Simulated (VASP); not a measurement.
Set up this calculation in VASP 6.6.1, as the native input.

* Task: relaxation of cell and atoms
* Functional: PBE
* Dispersion: D3(BJ)
* Potentials or basis: VASP PAW PBE potentials, release 64 (Si, Ni)
* Cutoff: 600 eV
* k mesh: 14 × 14 × 14
* Occupations: gaussian, width 0.1 eV
* Spin: no spin polarisation
* Dipole correction: no
* Further INCAR settings: ALGO = Normal; EDIFF = 1e-07; IBRION = 2; EDIFFG = -0.005; NSW = 70; ISIF = 3

The structure of Si2Ni lies in POSCAR:

```
Si2Ni
1.0
    0.0000000000      2.7234320738      2.7234320738
    2.7234320738      0.0000000000      2.7234320738
    2.7234320738      2.7234320738      0.0000000000
Si Ni
2 1
Direct
    0.2500000000      0.2500000000      0.2500000000
    0.7500000000      0.7500000000      0.7500000000
    0.0000000000      0.0000000000      0.0000000000
```

The input as run:

INCAR

```
ALGO     = Normal         # electronic algorithm
EDIFF    = 1E-7           # SCF threshold, eV
EDIFFG   = -0.005         # ionic threshold
ENCUT    = 600            # plane-wave cutoff, eV
GGA      = PE             # functional
IBRION   = 2              # ionic algorithm
ISIF     = 3              # what is computed and relaxed
ISMEAR   = 0              # smearing method
IVDW     = 12             # dispersion correction
LASPH    = True           # aspherical terms in the spheres
LCHARG   = False          # write CHGCAR
LREAL    = False          # projectors in reciprocal space
LWAVE    = False          # write WAVECAR
NELM     = 80             # most SCF steps
NSW      = 70             # ionic steps
PREC     = Accurate       # precision mode
SIGMA    = 0.1            # smearing width, eV
```

KPOINTS

```
k-points
0
Gamma
  14 14 14
```

Potentials or basis: VASP PAW PBE potentials, release 64 (Si, Ni).

Command:

```bash
$ cat potpaw_PBE.64/Si/POTCAR potpaw_PBE.64/Ni/POTCAR > POTCAR
$ mpirun -np 1 vasp_std > vasp.out
```

Results of the run:

The relaxed volume is 12.98 Å³/atom. The relaxed cell is a = 3.805 Å, b = 3.805 Å, c = 3.805 Å, α = 60.00°, β = 60.00°, γ = 60.00°, the space group after relaxing (to 0.1 Å) is Fm-3m (No. 225) and the energy gained by relaxing is 8.3 meV/atom. The ionic steps are 3. The pressure after relaxing is 0.0 GPa. The band gap on the k mesh is zero (bands 9 and 10 overlap by 2.12 eV) and the dispersion energy per atom is -0.451 eV.

Run time: 2.8 min on 1 thread of Intel(R) Xeon(R) Platinum 8259CL CPU @ 2.50GHz (Skylake/Cascade Lake), on a shared host, peak memory 0.25 GiB.
